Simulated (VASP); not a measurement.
## Al3Pt: relaxation of cell and atoms with PBE

Crystal: Al3Pt.

```xyz
4
Lattice="3.8010 0.0000 0.0000 -1.9005 3.2917 0.0000 0.0000 0.0000 5.3405" Properties=species:S:1:pos:R:3 pbc="T T T"
Al    0.0000    2.1945    0.0000
Al    0.0000    0.0000    2.6703
Al    1.9005    1.0972    0.0000
Pt    0.0000    0.0000    0.0000
```

- Program: VASP 6.6.1
- Task: relaxation of cell and atoms
- Functional: PBE
- Potentials or basis: VASP PAW PBE potentials, release 64 (Al, Pt)
- Cutoff: 600 eV
- k mesh: 6 × 6 × 4
- Occupations: gaussian, width 0.1 eV
- Spin: no spin polarisation
- Dipole correction: no
- Further INCAR settings: ALGO = Normal; EDIFF = 1e-07; IBRION = 2; EDIFFG = -0.04; NSW = 90; ISIF = 3

```json
{
 "Relaxed volume": "21.02 Å³/atom",
 "Relaxed cell": "a = 4.450 Å, b = 4.450 Å, c = 4.903 Å, α = 90.00°, β = 90.00°, γ = 120.00°",
 "Space group after relaxing (to 0.05 Å)": "P6/mmm (No. 191)",
 "Energy gained by relaxing": "1436.2 meV/atom",
 "Ionic steps": "11",
 "Pressure after relaxing": "0.0 GPa"
}
```

Step by step:
```
step  energy change (eV)  largest force (eV/Å)  pressure (GPa)  volume (Å³)
   1              0.0000                0.0000           63.18        66.82
   2             -1.6866                0.0000          -10.41       144.21
   3             -5.3966                0.0000           -7.74        95.25
   4             -5.4794                0.0000           -5.54        92.60
   5             -5.4996                0.0000           -3.38        90.43
   6             -5.4991                0.0000           -3.91        90.94
   7             -5.7324                0.0000           -1.75        85.93
   8             -5.7412                0.0000           -1.07        85.01
   9             -5.7413                0.0000           -0.98        84.89
  10             -5.7425                0.0000            0.85        83.44
  11             -5.7448                0.0000            0.02        84.08
```

Final structure:
```xyz
4
Lattice="4.4498 0.0000 0.0000 -2.2249 3.8536 0.0000 0.0000 0.0000 4.9033" Properties=species:S:1:pos:R:3 pbc="T T T"
Al    0.0000    2.5691    0.0000
Al   -2.2249    3.8536    2.4516
Al    2.2249    1.2845    0.0000
Pt   -2.2249    3.8536    0.0000
```

Levels at points of the mesh, in eV from the Fermi level:
| k point | band 7 | band 8 | band 9 | band 10 | band 11 | band 12 | band 13 |
| --- | --- | --- | --- | --- | --- | --- | --- |
| (0.00, 0.00, 0.00) | -3.09 | -0.53 | -0.17 | -0.17 | 1.19 | 2.30 | 2.30 |
| (0.50, 0.00, 0.00) | -4.53 | -2.92 | -1.05 | 0.39 | 0.73 | 1.07 | 1.67 |
| (0.00, 0.00, 0.50) | -4.56 | 0.66 | 0.66 | 1.64 | 1.87 | 2.60 | 2.60 |
| (0.50, 0.00, 0.50) | -4.85 | -4.73 | -2.52 | -0.91 | 1.27 | 1.42 | 2.40 |

Run time: 4.5 min on 1 thread of Intel(R) Xeon(R) Platinum 8259CL CPU @ 2.50GHz (Skylake/Cascade Lake), on a shared host, peak memory 0.21 GiB.

Caveat: the volume moved by over 15 % at a fixed basis, so the end points are rough; spin-orbit coupling is left out, which moves the levels of the heavy elements.
